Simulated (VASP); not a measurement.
# TiAl3 (Immm) in VASP: single point with r2SCAN

Aim: the single point of TiAl3 with r2SCAN.

Everything below comes from runs of VASP 6.6.1. Logs are shortened: lines on timing, memory, paths and dates and some standing lists are left out, and cuts for length are marked.

## 1. The cell of the first run

It takes space group Immm (No. 71, orthorhombic). The conventional cell has a = 3.824 Å, b = 3.939 Å, c = 8.564 Å, α = 90.00°, β = 90.00°, γ = 90.00°. Ti (site symmetry mmm) has 12 Al at 2.74 to 2.91 Å within 3.6 Å. Within 3.6 Å of Al (site symmetry mmm) lie 4 Ti at 2.74 Å and 8 Al at 2.87 to 2.91 Å. Al (site symmetry mm2) has 8 Al at 2.74 to 2.91 Å and 4 Ti at 2.87 to 2.91 Å within 3.6 Å.

## 2. Single point, r2SCAN (strain +0.0300 x Voigt [0, 1, 0, 0, 0, 0])

Contents of POSCAR:

```
TiAl3
1.0
   -1.9120003552      1.9693603659      4.2819150380
    1.9120003552     -1.9693603659      4.2819150380
    1.9120003552      1.9693603659     -4.2819150380
Ti Al
1 3
Direct
    0.0000000000      0.0000000000      0.0000000000
    0.5000000000      0.5000000000      0.0000000000
    0.7500000000      0.2500000000      0.5000000000
    0.2500000000      0.7500000000      0.5000000000
```

Contents of INCAR.step1:

```
SYSTEM = TiAl3
ALGO = Normal ; EDIFF = 1E-4
ENCUT = 520 ; GGA = PE
ISMEAR = 0 ; KPAR = 4
LASPH = .TRUE. ; LCHARG = .FALSE.
LREAL = .FALSE. ; LWAVE = .TRUE.
NBANDS = 18 ; NELM = 100
PREC = Accurate ; SIGMA = 0.15
```

Contents of INCAR.step2:

```
SYSTEM = TiAl3
ALGO = Normal ; EDIFF = 1E-6
ENCUT = 520 ; ISIF = 2
ISMEAR = 0 ; ISTART = 1
KPAR = 4 ; LASPH = .TRUE.
LCHARG = .FALSE. ; LMIXTAU = .TRUE.
LREAL = .FALSE. ; LWAVE = .FALSE.
METAGGA = R2SCAN ; NBANDS = 18
NELM = 100 ; PREC = Accurate
SIGMA = 0.15
```

Contents of KPOINTS:

```
k-points
0
G
  18 18 18
  0 0 0
```

Potentials or basis: VASP PAW PBE potentials, release 64 (Ti_sv, Al).

Command:

```console
$ cat potpaw_PBE.64/Ti_sv/POTCAR potpaw_PBE.64/Al/POTCAR > POTCAR
$ cp INCAR.step1 INCAR
$ mpirun -np 4 vasp_std > vasp.out
$ cp INCAR.step2 INCAR
$ mpirun -np 4 vasp_std > vasp.out
```

OUTCAR:

```text
SYSTEM = TiAl3
   EDIFF = 1E-6
   ENCUT = 520
   ISIF = 2
   ISMEAR = 0
   ISTART = 1
   LASPH = .TRUE.
   LREAL = .FALSE.
   METAGGA = R2SCAN
   NELM = 100
   PREC = Accurate

 ion  position               nearest neighbor table
   1  0.000  0.000  0.000-   2 2.74   2 2.74   2 2.74   2 2.74   4 2.87   3 2.87   3 2.87   4 2.87
                             3 2.91   3 2.91   4 2.91   4 2.91
   2  0.500  0.500  0.000-   1 2.74   1 2.74   1 2.74   1 2.74   3 2.87   4 2.87   4 2.87   3 2.87
                             3 2.91   4 2.91   3 2.91   4 2.91
   3  0.750  0.250  0.500-   4 2.74   4 2.74   4 2.74   4 2.74   1 2.87   2 2.87   2 2.87   1 2.87
                             1 2.91   2 2.91   1 2.91   2 2.91
   4  0.250  0.750  0.500-   3 2.74   3 2.74   3 2.74   3 2.74   2 2.87   1 2.87   1 2.87   2 2.87
                             1 2.91   1 2.91   2 2.91   2 2.91

  LATTYP: Found a body centered orthorhombic cell.
 ALAT       =     3.8240007104
 B/A-ratio  =     1.0300000000
 C/A-ratio  =     2.2394948967

  Lattice vectors:

 A1 = (  -1.9120003552,   1.9693603659,   4.2819150380)
 A2 = (   1.9120003552,  -1.9693603659,   4.2819150380)
 A3 = (   1.9120003552,   1.9693603659,  -4.2819150380)

Analysis of symmetry for initial positions (statically):
=====================================================================
 Subroutine PRICEL returns:
 Original cell was already a primitive cell.

 Routine SETGRP: Setting up the symmetry group for a
 body centered orthorhombic supercell.

 Subroutine GETGRP returns: Found  8 space group operations
 (whereof  8 operations were pure point group operations)
 out of a pool of  8 trial point group operations.

The static configuration has the point symmetry D_2h.

Analysis of symmetry for dynamics (positions and initial velocities):
=====================================================================
 Subroutine PRICEL returns:
 Original cell was already a primitive cell.

 Routine SETGRP: Setting up the symmetry group for a
 body centered orthorhombic supercell.

 Subroutine GETGRP returns: Found  8 space group operations
 (whereof  8 operations were pure point group operations)
 out of a pool of  8 trial point group operations.

The dynamic configuration has the point symmetry D_2h.

 Subroutine INISYM returns: Found  8 space group operations
[... 100 lines left out ...]
   NELM   =    100;   NELMIN=  2; NELMDL=  0     # of ELM steps
   EDIFF  = 0.1E-05   stopping-criterion for ELM
   LREAL  =      F    real-space projection
   EDIFFG = 0.1E-04   stopping-criterion for IOM
   NSW    =      0    number of steps for IOM
   IBRION =     -1    ionic relax: 0-MD 1-quasi-New 2-CG
   NFREE  =      0    steps in history (QN), initial steepest desc. (CG)
   ISIF   =      2    stress and relaxation
   ISYM   =      2    0-nonsym 1-usesym 2-fastsym
   POTIM  = 0.5000    time-step for ionic-motion
   TEBEG  =    0.0;   TEEND  =   0.0 temperature during run
   PSTRESS=    0.0 pullay stress
   NELECT =      21.0000    total number of electrons
   NUPDOWN=      -1.0000    fix difference up-down
   EMIN   =  10.00;   EMAX   =-10.00  energy-range for DOS
   EFERMI =   0.00;   METHOD = LEGACY
   ISMEAR =     0;   SIGMA  =   0.15  broadening in eV -4-tet -1-fermi 0-gaus
   EFERMI_NEDOS =   21; number of points for ismear=-14 and -15
   IALGO  =     38    algorithm
   IMIX   =      4    mixing-type and parameters
     AMIX     =   0.40;   BMIX     =  1.00
     AMIX_MAG =   1.60;   BMIX_MAG =  1.00
  volume/ion in A,a.u.               =      16.12       108.80
  Fermi-wavevector in a.u.,A,eV,Ry     =   1.126274  2.128350 17.258908  1.268494
  Thomas-Fermi vector in A             =   2.262955
   LORBIT       =      0    0 simple, 1 ext, 2 COOP (PROOUT), +10 PAW based schemes
   METAGGA = R2SCAN    functional components
   LHFCALC =     F    Hartree Fock is set to
   AEXX    =    0.0000 exact exchange contribution
   IVDW    =     0    specifies the selected vdW correction
   LEPSILON=     F    determine dielectric tensor
   LRPA    =     F    only Hartree local field effects (RPA)
 non-spin polarized calculation
 Gauss-broadening in eV      SIGMA  =   0.15
  energy-cutoff  :      520.00
  volume of cell :       64.49
 maximum number of plane-waves:      1756
 NGX is ok and might be reduce to    40
   NGX = 19   NGY = 19   NGZ = 19

 number of electron      21.0000001 magnetization

 Free energy of the ion-electron system (eV)
  ---------------------------------------------------
  ext. energy  EPLUGINS =         0.00000000
  ---------------------------------------------------
  free energy    TOTEN  =       -34.87917252 eV

  energy without entropy =      -34.85978003  energy(sigma->0) =      -34.86947627

 E-fermi :   8.0706     XC(G=0): -11.4279

 val. band max:        8.0688830380   @ k =  -0.4444  -0.4444   0.1667
 cond. band min:       8.0709615732   @ k =  -0.4444   0.1111  -0.0000
 fundamental gap:      0.0020785352
 Fermi energy:         8.0706257461

 k-point     1 :       0.0000    0.0000    0.0000
  band No.  band energies     occupation
      1     -50.8441      2.00000
      2     -26.1220      2.00000
      3     -26.0981      2.00000
      4     -26.0323      2.00000
      5      -2.5235      2.00000
      6       5.2375      2.00000
[... 481 lines left out ...]
      5      -1.5952      2.00000
      6       3.3246      2.00000
[... 10 lines left out ...]
     17      12.6016      0.00000
     18      13.4839      0.00000

 [... further k-points ...]

------------------------ aborting loop because EDIFF is reached ----------------------------------------

  FORCE on cell =-STRESS in cart. coord.  units (eV):
  Direction    XX          YY          ZZ          XY          YZ          ZX
  --------------------------------------------------------------------------------------
  -------------------------------------------------------------------------------------
  Total       -1.0208079     -2.4287924     -0.5733904      0.0000000      0.0000000      0.0000000
  in kB      -25.3596589    -60.3378426    -14.2445843      0.0000000      0.0000000      0.0000000
  external PRESSURE =     -33.3140286 kB  Pullay stress =       0.0000000 kB

 VOLUME and BASIS-vectors are now :
 -----------------------------------------------------------------------------
  energy-cutoff  :      520.00
  volume of cell :       64.49
      direct lattice vectors                 reciprocal lattice vectors
    -1.912000355  1.969360366  4.281915038     0.000000000  0.253889541  0.116770182
     1.912000355 -1.969360366  4.281915038     0.261506228  0.000000000  0.116770182
     1.912000355  1.969360366 -4.281915038     0.261506228  0.253889541  0.000000000

 POSITION                                       TOTAL-FORCE (eV/Angst)
 -----------------------------------------------------------------------------------
      0.00000      0.00000      0.00000        -0.000000      0.000000      0.000000
      0.00000      0.00000      4.28192        -0.000000      0.000000      0.000000
      0.00000      1.96936      2.14096         0.000000      0.000000      0.013742
      1.91200      0.00000      2.14096        -0.000000     -0.000000     -0.013742
 -----------------------------------------------------------------------------------
    total drift:                               -0.000000     -0.000000      0.000000

  FREE ENERGIE OF THE ION-ELECTRON SYSTEM (eV)
  ---------------------------------------------------
  free  energy   TOTEN  =       -34.8791725223 eV

  energy  without entropy=      -34.8597800264  energy(sigma->0) =      -34.86947627
```

OUTCAR.step1:

```text
SYSTEM = TiAl3
   EDIFF = 1E-4
   ENCUT = 520
   GGA = PE
   ISMEAR = 0
[... 739 lines left out ...]
      0.00000      0.00000      0.00000         0.000000     -0.000000      0.000000
      0.00000      0.00000      4.28192         0.000000     -0.000000      0.000000
      0.00000      1.96936      2.14096        -0.000000      0.000000      0.015458
      1.91200      0.00000      2.14096         0.000000      0.000000     -0.015458
 -----------------------------------------------------------------------------------
    total drift:                               -0.000000     -0.000000      0.000000

  FREE ENERGIE OF THE ION-ELECTRON SYSTEM (eV)
  ---------------------------------------------------
  free  energy   TOTEN  =       -20.6524545440 eV

  energy  without entropy=      -20.6316093000  energy(sigma->0) =      -20.64203192
```

Wall time 43 min (4 MPI ranks of Oxide Virtual Turin-like, shared host); peak memory 0.98 GiB.

What came out:

| Quantity | Value |
| --- | --- |
| Free energy | -34.8792 eV |
| Pressure | -3.3 GPa |
| Largest force | 0.014 eV/Å |
| Band gap on the k mesh | zero (an odd number of electrons rules out a gap without spin polarisation) |

Forces on the atoms (eV/Å):
```
Ti   0.000  0.000  0.000
Al   0.000  0.000  0.000
Al   0.000  0.000  0.014
Al   0.000  0.000 -0.014
```

Levels at points of the mesh, in eV from the Fermi level:
| k point | band 8 | band 9 | band 10 | band 11 | band 12 | band 13 | band 14 | band 15 |
| --- | --- | --- | --- | --- | --- | --- | --- | --- |
| (0.00, 0.00, 0.00) | -1.54 | -1.44 | -1.16 | 0.81 | 1.37 | 1.85 | 2.01 | 2.74 |
| (0.50, 0.00, 0.00) | -3.17 | -1.04 | -0.19 | 0.57 | 1.81 | 2.22 | 2.85 | 3.32 |
| (0.00, 0.50, 0.00) | -3.01 | -1.32 | -0.24 | 0.46 | 1.83 | 2.07 | 2.78 | 2.96 |
| (0.50, 0.50, 0.00) | -4.04 | -3.04 | -2.30 | -1.00 | 1.78 | 2.16 | 2.80 | 2.90 |
| (0.50, 0.50, 0.50) | -1.42 | -0.89 | -0.27 | 0.69 | 0.80 | 0.95 | 3.17 | 4.99 |

Caveat: the cell differs from its parent crystal (strain +0.0300 x Voigt [0, 1, 0, 0, 0, 0]); the cell stands under tension; the PAW data sets were made with another functional, which shifts forces and pressure a little.
